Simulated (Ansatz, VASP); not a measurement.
# Two plane-wave programs on Be

```
Be
1.0
     2.22808    0.00000    0.00000
     0.00000    2.51004    0.00000
     0.00000    0.00000    3.07024
Be
2
Direct
  0.00000 0.00000 0.06703
  0.50000 0.50000 0.93297
```

Alike in both runs: task single point; functional PBE; k mesh 8 × 6 × 6; occupations gaussian, width 0.1 eV; no spin polarisation.

|  | VASP | Ansatz |
| --- | --- | --- |
| version | VASP 6.6.1 | Ansatz 0.2.0 |
| potentials or method | VASP PAW PBE potentials, release 64 (Be), cutoff 520 eV | scalar-relativistic, plane waves, PAW |
| valence electrons in the cell | 4 | 4 |

VASP gave:

```
gap on the k mesh at the Fermi level (eV) : none
rms of the force components (eV/Å)        : 1.976
```

Problem. What did Ansatz give for the same quantities?

Solution. gap on the k mesh at the Fermi level (eV): none; rms of the force components (eV/Å): 1.979.

Atom by atom the forces differ by 0.003 eV/Å (rms over components). A gap of «none» marks a metal or a gap that the smearing closes. With one functional, cell and mesh, what is left measures potentials, basis and numerics.

The k mesh is coarse, so the values compare programs but aren't converged.
